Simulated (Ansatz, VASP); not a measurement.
Two plane-wave programs on SiNi2

The input POSCAR:

```
SiNi2
1.0
    3.8115023208      0.0000000000      0.0000000000
   -1.9057511604      3.3008578364      0.0000000000
    0.0000000000      0.0000000000      5.0007133382
Si Ni
2 4
Direct
    0.3333333333      0.6666666667      0.7500000000
    0.6666666667      0.3333333333      0.2500000000
    0.0000000000      0.0000000000      0.0000000000
    0.0000000000      0.0000000000      0.5000000000
    0.3333333333      0.6666666667      0.2500000000
    0.6666666667      0.3333333333      0.7500000000
```

Contents of INCAR.step1:

```
SYSTEM = SiNi2
  ALGO = Normal
  EDIFF = 1E-4
  ENCUT = 520
  GGA = PE
  ISMEAR = 0
  LASPH = .TRUE.
  LCHARG = .FALSE.
  LREAL = .FALSE.
  LWAVE = .TRUE.
  NBANDS = 33
  NELM = 60
  PREC = Accurate
  SIGMA = 0.15
```

Contents of INCAR.step2:

```
SYSTEM = SiNi2
  ALGO = Normal
  EDIFF = 1E-6
  ENCUT = 520
  ISIF = 2
  ISMEAR = 0
  ISTART = 1
  LASPH = .TRUE.
  LCHARG = .TRUE.
  LELF = .TRUE.
  LMIXTAU = .TRUE.
  LREAL = .FALSE.
  LVHAR = .TRUE.
  LWAVE = .FALSE.
  METAGGA = R2SCAN
  NBANDS = 33
  NELM = 60
  PREC = Accurate
  SIGMA = 0.15
```

KPOINTS

```
k-points
0
G
  12 12 10
  0 0 0
```

Input for Ansatz:

```yaml
crystal:
  lattice:
    - [3.8115023208, 0.0, 0.0]
    - [-1.9057511604, 3.3008578364, 0.0]
    - [0.0, 0.0, 5.0007133382]
  atoms:
    - { symbol: Si, position: [0.3333333333, 0.6666666667, 0.75] }
    - { symbol: Si, position: [0.6666666667, 0.3333333333, 0.25] }
    - { symbol: Ni, position: [0.0, 0.0, 0.0] }
    - { symbol: Ni, position: [0.0, 0.0, 0.5] }
    - { symbol: Ni, position: [0.3333333333, 0.6666666667, 0.25] }
    - { symbol: Ni, position: [0.6666666667, 0.3333333333, 0.75] }
basis:
  ecutwfc: 500
kpoints:
  mp_grid: { grid: [12, 12, 10] }
hamiltonian:
  xc: r2scan
scf:
  occupations: { method: gaussian, width: 0.15 }
output:
  forces: true
  stress: true
  eigenvalues: true
```

Change from the starting cell: strain -0.015 along x and y, +0.015 along z, atoms carried along.

Alike in both runs: task single point; functional r2SCAN; k mesh 12 × 12 × 10; occupations gaussian, width 0.15 eV; no spin polarisation.

|  | VASP | Ansatz |
| --- | --- | --- |
| version | VASP 6.6.1 | Ansatz 0.2.0 |
| potentials or method | VASP PAW PBE potentials, release 64 (Si, Ni), cutoff 520 eV | scalar-relativistic, plane waves, PAW |
| valence electrons in the cell | 48 | 80 |

VASP gave:

* gap on the k mesh at the Fermi level (eV): none
* pressure (GPa): 5.3
* traceless stress, the component that is largest in VASP (GPa): -6.04

Q: Estimate Ansatz's values.

A: gap on the k mesh at the Fermi level (eV): none; pressure (GPa): 4.7; traceless stress, the component that is largest in VASP (GPa): -5.97.

VASP's potentials were made for PBE, not for r2SCAN. A gap of «none» marks a metal or a gap that the smearing closes. VASP's potentials hold 48 valence electrons a cell and Ansatz's 80, so a difference there can come from the potentials and not from the codes.
